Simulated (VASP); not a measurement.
A run of VASP 6.6.1 is set up as follows.

The input INCAR:

```
SYSTEM = SiO2
PREC = Accurate ; ENCUT = 520
EDIFF = 1E-8 ; ISMEAR = -1
SIGMA = 0.03 ; LREAL = .FALSE.
LASPH = .TRUE. ; NELM = 80
ALGO = Normal ; ISIF = 2
LWAVE = .FALSE. ; LCHARG = .FALSE.
GGA = PE ; LEFG = .TRUE.
NBANDS = 25
```

The input KPOINTS:

```
regular mesh
0
G
  6 6 9
  0 0 0
```

File POSCAR:

```
SiO2
1.0
    4.2620835590      0.0000000000      0.0000000000
    0.0000000000      4.2620835590      0.0000000000
    0.0000000000      0.0000000000      2.7201230877
Si O
2 4
Direct
    0.0000000000      0.0000000000      0.0000000000
    0.5000000000      0.5000000000      0.5000000000
    0.3067000000      0.3067000000      0.0000000000
    0.1933000000      0.8067000000      0.5000000000
    0.6933000000      0.6933000000      0.0000000000
    0.8067000000      0.1933000000      0.5000000000
```

Potentials or basis: VASP PAW PBE potentials, release 64 (Si, O).

Run with:

```bash
$ cat potpaw_PBE.64/Si/POTCAR potpaw_PBE.64/O/POTCAR > POTCAR
$ mpirun -np 1 vasp_std > vasp.out
```

(1) Predict the band gap on the k mesh.

(2) Estimate the pressure.

(3) Estimate the largest force.

Results:

(1) 4.60 eV, direct.

(2) -6.8 GPa.

(3) 0.151 eV/Å.

Caveat: without QUAD_EFG the Cq values of the log hold for a quadrupole moment of 1 mb, not for the nuclei.
